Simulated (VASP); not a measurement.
# Be (P6_3/mmc) in VASP: further runs

The runs below take Be through single point, with PBE.

Everything below comes from runs of VASP 6.6.1. Logs are shortened: lines on timing, memory, paths and dates and some standing lists are left out, and cuts for length are marked.

## (1) The cell of the first run

Symmetry: P6_3/mmc, No. 194, hexagonal system. The conventional cell has a = 2.265 Å, b = 2.265 Å, c = 3.574 Å, α = 90.00°, β = 90.00°, γ = 120.00°. Be (site symmetry -6m2) has 12 Be at 2.21 to 2.26 Å within 2.9 Å.

## (2) Single point, PBE

INCAR

```
SYSTEM = Be
  PREC = Accurate
  ENCUT = 520
  EDIFF = 1E-7
  ISMEAR = 0
  SIGMA = 0.1
  LREAL = .False.
  LASPH = .True.
  NELM = 60
  ALGO = Fast
  ISIF = 2
  LWAVE = .False.
  LCHARG = .False.
  GGA = PE
  NBANDS = 9
```

KPOINTS

```
regular mesh
0
Gamma
  12 12 6
  0 0 0
```

POSCAR

```
Be
1.0
    2.2647826536      0.0000000000      0.0000000000
   -1.1323913268      1.9613593121      0.0000000000
    0.0000000000      0.0000000000      3.5741024600
Be
2
Direct
    0.3333333300      0.6666666700      0.7500000000
    0.6666666700      0.3333333300      0.2500000000
```

Potentials or basis: VASP PAW PBE potentials, release 64 (Be).

On the command line:

```bash
$ cat potpaw_PBE.64/Be/POTCAR > POTCAR
$ mpirun -np 1 vasp_std > vasp.out
```

OUTCAR:

```text
SYSTEM = Be
   PREC = Accurate
   ENCUT = 520
   EDIFF = 1E-7
   ISMEAR = 0
   LREAL = .False.
   LASPH = .True.
   NELM = 60
   ISIF = 2
   GGA = PE

 ion  position               nearest neighbor table
   1  0.333  0.667  0.750-   2 2.21   2 2.21   2 2.21   2 2.21   2 2.21   2 2.21
   2  0.667  0.333  0.250-   1 2.21   1 2.21   1 2.21   1 2.21   1 2.21   1 2.21

  LATTYP: Found a hexagonal cell.
 ALAT       =     2.2647826536
 C/A-ratio  =     1.5781216155

  Lattice vectors:

 A1 = (   2.2647826536,   0.0000000000,   0.0000000000)
 A2 = (  -1.1323913268,   1.9613593121,   0.0000000000)
 A3 = (   0.0000000000,   0.0000000000,   3.5741024600)

Analysis of symmetry for initial positions (statically):
=====================================================================
 Subroutine PRICEL returns:
 Original cell was already a primitive cell.

 Routine SETGRP: Setting up the symmetry group for a
 hexagonal supercell.

 Subroutine GETGRP returns: Found 24 space group operations
 (whereof 12 operations were pure point group operations)
 out of a pool of 24 trial point group operations.

The static configuration has the point symmetry D_3d.
 The point group associated with its full space group is D_6h.

Analysis of symmetry for dynamics (positions and initial velocities):
=====================================================================
 Subroutine PRICEL returns:
 Original cell was already a primitive cell.

 Routine SETGRP: Setting up the symmetry group for a
 hexagonal supercell.

 Subroutine GETGRP returns: Found 24 space group operations
 (whereof 12 operations were pure point group operations)
 out of a pool of 24 trial point group operations.

The dynamic configuration has the point symmetry D_3d.
 The point group associated with its full space group is D_6h.

 Subroutine INISYM returns: Found 24 space group operations
 (whereof 12 operations are pure point group operations),
 and found     1 'primitive' translations

----------------------------------------------------------------------------------------

                                     Primitive cell

  volume of cell :      15.8764

  direct lattice vectors                    reciprocal lattice vectors
     2.264782654  0.000000000  0.000000000     0.441543474  0.254925243  0.000000000
    -1.132391327  1.961359312  0.000000000     0.000000000  0.509850487  0.000000000
[... 90 lines left out ...]
   NFREE  =      0    steps in history (QN), initial steepest desc. (CG)
   ISIF   =      2    stress and relaxation
   ISYM   =      2    0-nonsym 1-usesym 2-fastsym
   POTIM  = 0.5000    time-step for ionic-motion
   TEBEG  =    0.0;   TEEND  =   0.0 temperature during run
   PSTRESS=    0.0 pullay stress
   NELECT =       4.0000    total number of electrons
   NUPDOWN=      -1.0000    fix difference up-down
   EMIN   =  10.00;   EMAX   =-10.00  energy-range for DOS
   EFERMI =   0.00;   METHOD = LEGACY
   ISMEAR =     0;   SIGMA  =   0.10  broadening in eV -4-tet -1-fermi 0-gaus
   EFERMI_NEDOS =   21; number of points for ismear=-14 and -15
   IALGO  =     68    algorithm
   IMIX   =      4    mixing-type and parameters
     AMIX     =   0.40;   BMIX     =  1.00
     AMIX_MAG =   1.60;   BMIX_MAG =  1.00
  volume/ion in A,a.u.               =       7.94        53.57
  Fermi-wavevector in a.u.,A,eV,Ry     =   1.033978  1.953935 14.546129  1.069110
  Thomas-Fermi vector in A             =   2.168251
   LORBIT       =      0    0 simple, 1 ext, 2 COOP (PROOUT), +10 PAW based schemes
   GGA     = PE    functional components
   LHFCALC =     F    Hartree Fock is set to
   AEXX    =    0.0000 exact exchange contribution
   IVDW    =     0    specifies the selected vdW correction
   LEPSILON=     F    determine dielectric tensor
   LRPA    =     F    only Hartree local field effects (RPA)
 non-spin polarized calculation
 RMM-DIIS sequential band-by-band and
 Gauss-broadening in eV      SIGMA  =   0.10
  energy-cutoff  :      520.00
  volume of cell :       15.88
 maximum number of plane-waves:       446
 NGX is ok and might be reduce to    18
   NGX =  9   NGY =  9   NGZ = 13

 number of electron       4.0000000 magnetization

 Free energy of the ion-electron system (eV)
  ---------------------------------------------------
  ext. energy  EPLUGINS =         0.00000000
  ---------------------------------------------------
  free energy    TOTEN  =        -7.53751291 eV

  energy without entropy =       -7.53631980  energy(sigma->0) =       -7.53691635

 E-fermi :   7.4034     XC(G=0): -10.5926

 val. band max:        7.3577361839   @ k =   0.3333   0.3333   0.5000
 cond. band min:       7.4377152915   @ k =   0.2500   0.1667   0.0000
 fundamental gap:      0.0799791076
 Fermi energy:         7.4034141820

 k-point     1 :       0.0000    0.0000    0.0000
  band No.  band energies     occupation
      1      -4.3374      2.00000
      2       2.5447      2.00000
      3       8.0521      0.00000
      4      22.9817      0.00000
      5      22.9817      0.00000
      6      25.8089      0.00000
      7      25.8089      0.00000
      8      27.7991      0.00000
      9      34.0623      0.00000
[... 265 lines left out ...]
 k-point    24 :       0.3333    0.0000    0.1667
  band No.  band energies     occupation
      1      -0.9105      2.00000
      2       4.6749      2.00000
      3       9.3710      0.00000
      4      13.8318      0.00000
      5      17.5529      0.00000
      6      17.6702      0.00000
      7      22.4961      0.00000
      8      23.6729      0.00000
      9      26.4710      0.00000

 [... further k-points ...]

------------------------ aborting loop because EDIFF is reached ----------------------------------------

  FORCE on cell =-STRESS in cart. coord.  units (eV):
  Direction    XX          YY          ZZ          XY          YZ          ZX
  --------------------------------------------------------------------------------------
  -------------------------------------------------------------------------------------
  Total       -0.0088042     -0.0088042     -0.1018731      0.0000000     -0.0000000      0.0000000
  in kB       -0.8884854     -0.8884854    -10.2806244      0.0000000     -0.0000000      0.0000000
  external PRESSURE =      -4.0191984 kB  Pullay stress =       0.0000000 kB

 VOLUME and BASIS-vectors are now :
 -----------------------------------------------------------------------------
  energy-cutoff  :      520.00
  volume of cell :       15.88
      direct lattice vectors                 reciprocal lattice vectors
     2.264782654  0.000000000  0.000000000     0.441543474  0.254925243  0.000000000
    -1.132391327  1.961359312  0.000000000     0.000000000  0.509850487  0.000000000
     0.000000000  0.000000000  3.574102460     0.000000000  0.000000000  0.279790524

 POSITION                                       TOTAL-FORCE (eV/Angst)
 -----------------------------------------------------------------------------------
     -0.00000      1.30757      2.68058         0.000000     -0.000000      0.000000
      1.13239      0.65379      0.89353        -0.000000      0.000000      0.000000
 -----------------------------------------------------------------------------------
    total drift:                                0.000000     -0.000000      0.000000

  FREE ENERGIE OF THE ION-ELECTRON SYSTEM (eV)
  ---------------------------------------------------
  free  energy   TOTEN  =        -7.5375129066 eV

  energy  without entropy=       -7.5363198034  energy(sigma->0) =       -7.53691635
```

OSZICAR:

```text
N       E                     dE             d eps       ncg     rms          rms(c)
DAV:   1    -0.302335337419E+01   -0.30234E+01   -0.17896E+03  1376   0.366E+02
DAV:   2    -0.755706751766E+01   -0.45337E+01   -0.43757E+01  2014   0.527E+01
DAV:   3    -0.760099380114E+01   -0.43926E-01   -0.43855E-01  1540   0.368E+00
DAV:   4    -0.760105042763E+01   -0.56626E-04   -0.56623E-04  1723   0.147E-01
DAV:   5    -0.760105046283E+01   -0.35203E-07   -0.35040E-07  1534   0.339E-03    0.120E+00
RMM:   6    -0.755563682755E+01    0.45414E-01   -0.50624E-03  1383   0.752E-01    0.740E-01
RMM:   7    -0.753750619292E+01    0.18131E-01   -0.62970E-03  1423   0.749E-01    0.269E-02
RMM:   8    -0.753751245709E+01   -0.62642E-05   -0.34928E-04  1510   0.172E-01    0.107E-02
RMM:   9    -0.753751590911E+01   -0.34520E-05   -0.13314E-05  1597   0.241E-02    0.299E-03
RMM:  10    -0.753751360855E+01    0.23006E-05   -0.98928E-07  1557   0.694E-03    0.180E-03
RMM:  11    -0.753751289144E+01    0.71711E-06   -0.69551E-08  1455   0.209E-03    0.690E-05
RMM:  12    -0.753751290659E+01   -0.15149E-07   -0.61509E-09  1264   0.855E-04
   1 F= -.75375129E+01 E0= -.75369164E+01  d E =-.119310E-02
```

stdout:

```text
POSCAR found type information on POSCAR Be
 POSCAR found :  1 types and       2 ions
 scaLAPACK will be used
 LDA part: xc-table for (Slater+PW92), standard interpolation
 POSCAR, INCAR and KPOINTS ok, starting setup
 FFT: planning ... GRIDC
 FFT: planning ... GRID_SOFT
 FFT: planning ... GRID
 WAVECAR not read
 entering main loop
```

Wall time 8.5 s (1 thread of Intel Xeon Platinum 8259CL at 2.50GHz (Skylake/Cascade Lake), shared host); peak memory 0.12 GiB.

Results:

```yaml
Free_energy: -7.5375 eV
Pressure: -0.4 GPa
Band_gap_on_the_k_mesh: zero (band 2 reaches 7.80 eV, above the bottom of band 3 at 5.91 eV)
```

## (3) Single point, PBE

INCAR

```
SYSTEM = Be
ALGO = Normal ; EDIFF = 1E-6
ENCUT = 520 ; GGA = PE
ISIF = 2 ; ISMEAR = -1
LASPH = .TRUE. ; LCHARG = .FALSE.
LREAL = .FALSE. ; LWAVE = .FALSE.
NBANDS = 9 ; NELM = 100
PREC = Accurate ; SIGMA = 0.1
```

KPOINTS

```
k-points
0
G
  12 12 6
  0 0 0
```

POSCAR

```
Be
1.0
    2.2647826536      0.0000000000      0.0000000000
   -1.1323913268      1.9613593121      0.0000000000
    0.0000000000      0.0000000000      3.5741024600
Be
2
Direct
    0.3333333333      0.6666666667      0.7500000000
    0.6666666667      0.3333333333      0.2500000000
```

Potentials or basis: VASP PAW PBE potentials, release 64 (Be).

On the command line:

```bash
$ cat potpaw_PBE.64/Be/POTCAR > POTCAR
$ mpirun -np 1 vasp_std > vasp.out
```

Run time: 6.6 s. Hardware: 1 thread of Intel Xeon Platinum 8259CL at 2.50GHz (Skylake/Cascade Lake), shared host; peak memory 0.12 GiB.

Results (log left out):

| Property | Result |
| --- | --- |
| Free energy | -7.5395 eV |
| Pressure | -0.4 GPa |
| Band gap on the k mesh | zero (band 2 reaches 7.80 eV, above the bottom of band 3 at 5.91 eV) |

Stress tensor (GPa, compression positive):
```
-0.09  0.00  0.00
 0.00 -0.09  0.00
 0.00  0.00 -0.98
```

Levels at points of the mesh, in eV from the Fermi level:
| k point | band 1 | band 2 | band 3 | band 4 | band 5 |
| --- | --- | --- | --- | --- | --- |
| (0.00, 0.00, 0.00) | -11.70 | -4.82 | 0.69 | 15.62 | 15.62 |
| (0.50, 0.00, 0.00) | -5.36 | -3.49 | 3.25 | 6.10 | 6.33 |
| (0.00, 0.00, 0.50) | -9.55 | -9.55 | 10.24 | 10.24 | 17.25 |
| (0.50, 0.00, 0.50) | -3.98 | -3.98 | 1.19 | 1.19 | 11.64 |

## (4) Single point, PBE

INCAR

```
ALGO     = Normal         # electronic algorithm
EDIFF    = 1E-6           # SCF threshold, eV
ENCUT    = 520            # plane-wave cutoff, eV
GGA      = PE             # functional
ISIF     = 2              # what is computed and relaxed
ISMEAR   = 0              # smearing method
LASPH    = T              # aspherical terms in the spheres
LCHARG   = F              # write CHGCAR
LREAL    = F              # projectors in reciprocal space
LWAVE    = F              # write WAVECAR
NBANDS   = 9              # bands
NELM     = 80             # most SCF steps
PREC     = Accurate       # precision mode
SIGMA    = 0.1            # smearing width, eV
```

KPOINTS

```
k-points
0
Gamma
  12 12 6
```

POSCAR is that of step 3.

Potentials or basis: VASP PAW PBE potentials, release 64 (Be).

On the command line:

```bash
$ cat potpaw_PBE.64/Be/POTCAR > POTCAR
$ mpirun -np 1 vasp_std > vasp.out
```

OUTCAR:

```text
EDIFF = 1E-6
   ENCUT = 520
   GGA = PE
   ISIF = 2
   ISMEAR = 0
   LASPH = T
   LREAL = F
   NELM = 80
   PREC = Accurate

 ion  position               nearest neighbor table
   1  0.333  0.667  0.750-   2 2.21   2 2.21   2 2.21   2 2.21   2 2.21   2 2.21
   2  0.667  0.333  0.250-   1 2.21   1 2.21   1 2.21   1 2.21   1 2.21   1 2.21

  LATTYP: Found a hexagonal cell.
 ALAT       =     2.2647826536
 C/A-ratio  =     1.5781216155

  Lattice vectors:

 A1 = (   2.2647826536,   0.0000000000,   0.0000000000)
 A2 = (  -1.1323913268,   1.9613593121,   0.0000000000)
 A3 = (   0.0000000000,   0.0000000000,   3.5741024600)

Analysis of symmetry for initial positions (statically):
=====================================================================
 Subroutine PRICEL returns:
 Original cell was already a primitive cell.

 Routine SETGRP: Setting up the symmetry group for a
 hexagonal supercell.

 Subroutine GETGRP returns: Found 24 space group operations
 (whereof 12 operations were pure point group operations)
 out of a pool of 24 trial point group operations.
[... 170 lines left out ...]
 fundamental gap:      0.0799584145
 Fermi energy:         7.4033599578

 k-point     1 :       0.0000    0.0000    0.0000
  band No.  band energies     occupation
      1      -4.3374      2.00000
      2       2.5447      2.00000
      3       8.0521      0.00000
      4      22.9816      0.00000
      5      22.9816      0.00000
      6      25.8088      0.00000
      7      25.8088      0.00000
      8      27.7989      0.00000
      9      34.0623      0.00000
[... 265 lines left out ...]
 k-point    24 :       0.3333    0.0000    0.1667
  band No.  band energies     occupation
      1      -0.9106      2.00000
      2       4.6749      2.00000
      3       9.3709      0.00000
      4      13.8317      0.00000
      5      17.5529      0.00000
      6      17.6701      0.00000
      7      22.4960      0.00000
      8      23.6728      0.00000
      9      26.4709      0.00000

 [... further k-points ...]

------------------------ aborting loop because EDIFF is reached ----------------------------------------

  FORCE on cell =-STRESS in cart. coord.  units (eV):
  Direction    XX          YY          ZZ          XY          YZ          ZX
  --------------------------------------------------------------------------------------
  -------------------------------------------------------------------------------------
  Total       -0.0086851     -0.0086851     -0.1017937      0.0000000      0.0000000      0.0000000
  in kB       -0.8764670     -0.8764670    -10.2726057      0.0000000      0.0000000      0.0000000
  external PRESSURE =      -4.0085132 kB  Pullay stress =       0.0000000 kB

 VOLUME and BASIS-vectors are now :
 -----------------------------------------------------------------------------
  energy-cutoff  :      520.00
  volume of cell :       15.88
      direct lattice vectors                 reciprocal lattice vectors
     2.264782654  0.000000000  0.000000000     0.441543474  0.254925243  0.000000000
    -1.132391327  1.961359312  0.000000000     0.000000000  0.509850487  0.000000000
     0.000000000  0.000000000  3.574102460     0.000000000  0.000000000  0.279790524

 POSITION                                       TOTAL-FORCE (eV/Angst)
 -----------------------------------------------------------------------------------
     -0.00000      1.30757      2.68058         0.000000     -0.000000      0.000000
      1.13239      0.65379      0.89353        -0.000000      0.000000      0.000000
 -----------------------------------------------------------------------------------
    total drift:                                0.000000     -0.000000      0.000000

  FREE ENERGIE OF THE ION-ELECTRON SYSTEM (eV)
  ---------------------------------------------------
  free  energy   TOTEN  =        -7.5375131929 eV

  energy  without entropy=       -7.5363200266  energy(sigma->0) =       -7.53691661
```

stdout:

```text
POSCAR found type information on POSCAR Be
 POSCAR found :  1 types and       2 ions
 scaLAPACK will be used
 LDA part: xc-table for (Slater+PW92), standard interpolation
 POSCAR, INCAR and KPOINTS ok, starting setup
 FFT: planning ... GRIDC
 FFT: planning ... GRID_SOFT
 FFT: planning ... GRID
 WAVECAR not read
 entering main loop
```

Wall time 6.6 s (1 thread of Intel Xeon Platinum 8259CL at 2.50GHz (Skylake/Cascade Lake), shared host); peak memory 0.12 GiB.

What came out:

```
Free energy            : -7.5375 eV
Pressure               : -0.4 GPa
Band gap on the k mesh : zero (band 2 reaches 7.80 eV, above the bottom of band 3 at 5.91 eV)
```

Stress tensor (GPa, compression positive):
```
-0.09  0.00  0.00
 0.00 -0.09  0.00
 0.00  0.00 -1.03
```
